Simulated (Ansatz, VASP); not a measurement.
## SiO2 in VASP and in Ansatz

```
CELL_PARAMETERS angstrom
0.00000 4.71626 7.36278
2.35958 0.00000 7.36278
2.35958 4.71626 0.00000
ATOMIC_POSITIONS crystal
Si 0.93677 0.93677 0.56323
Si 0.68677 0.68677 0.31323
Si 0.31323 0.31323 0.68677
Si 0.56323 0.56323 0.93677
O 0.06344 0.43656 0.06344
O 0.43656 0.06344 0.43656
O 0.81344 0.18656 0.81344
O 0.18656 0.81344 0.18656
O 0.12500 0.62500 0.62500
O 0.62500 0.62500 0.62500
O 0.62500 0.62500 0.12500
O 0.62500 0.12500 0.62500
```

Alike in both runs: functional PBEsol; k mesh 7 × 7 × 7; occupations fermi-dirac, width 0.05 eV; no spin polarisation.

```csv
,VASP,Ansatz
version,VASP 6.6.1,Ansatz 0.2.0
potentials or method,"VASP PAW PBE potentials, release 64 (Si, O)",Ansatz PAW
plane-wave cutoff (eV),520,420
valence electrons in the cell,64,64
task,single point,band structure
```

|  | VASP | Ansatz | Ansatz less VASP |
| --- | --- | --- | --- |
| gap on the k mesh at the Fermi level (eV) | 5.70 | 5.69 | -0.003 |
| least direct gap on the mesh (eV) | 5.70 | 5.69 | -0.003 |
| pressure (GPa) | 3.0 | 2.4 | -0.57 |
| traceless stress, the component that is largest in VASP (GPa) | 0.16 | 0.30 | +0.140 |
| rms of the force components (eV/Å) | 0.087 | 0.080 | -0.0068 |

VASP's potentials were made for PBE, not for PBEsol. Atom by atom the forces differ by 0.016 eV/Å (rms over components).
